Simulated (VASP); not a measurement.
Here is a VASP 6.6.1 calculation.

Contents of INCAR:

```
PREC = Accurate ; ENCUT = 520
EDIFF = 1E-6 ; ISMEAR = -1
SIGMA = 0.05 ; LREAL = False
LASPH = True ; NELM = 150
ALGO = Normal ; ISIF = 2
LWAVE = False ; LCHARG = False
ISPIN = 2 ; MAGMOM = 0.6 -0.6 0.6 -0.6
LORBIT = 11 ; GGA = PE
NBANDS = 24
```

File KPOINTS:

```
Automatic mesh
0
Gamma
  6 8 5
```

The input POSCAR:

```
O
1.0
   -2.3944914034      0.0000000000      3.6470501824
    0.0000000000     -3.3248318800      0.0000000000
    3.3083143032      0.0000000000      3.6470501824
O
4
Direct
    0.1301201900      0.0000000000      0.0254538300
    0.6301201900      0.5000000000      0.5254538300
    0.8698798100      0.0000000000      0.9745461700
    0.3698798100      0.5000000000      0.4745461700
```

Potentials or basis: VASP PAW PBE potentials, release 64 (O).

Run with:

```sh
$ cat potpaw_PBE.64/O/POTCAR > POTCAR
$ mpirun -np 1 vasp_std > vasp.out
```

Question: What does it give for the net moment?

Answer: 0.00 μB per cell.

Question: Predict the pressure.

Answer: 2.2 GPa.

Stress tensor (GPa, compression positive):
```
 1.49  0.00 -1.11
 0.00  1.09  0.00
-1.11  0.00  3.94
```

Caveat: the standard files for N, O and F lose accuracy on very short bonds; this functional lacks dispersion, which holds the molecules together, so the pressure and a relaxed volume are unreliable.
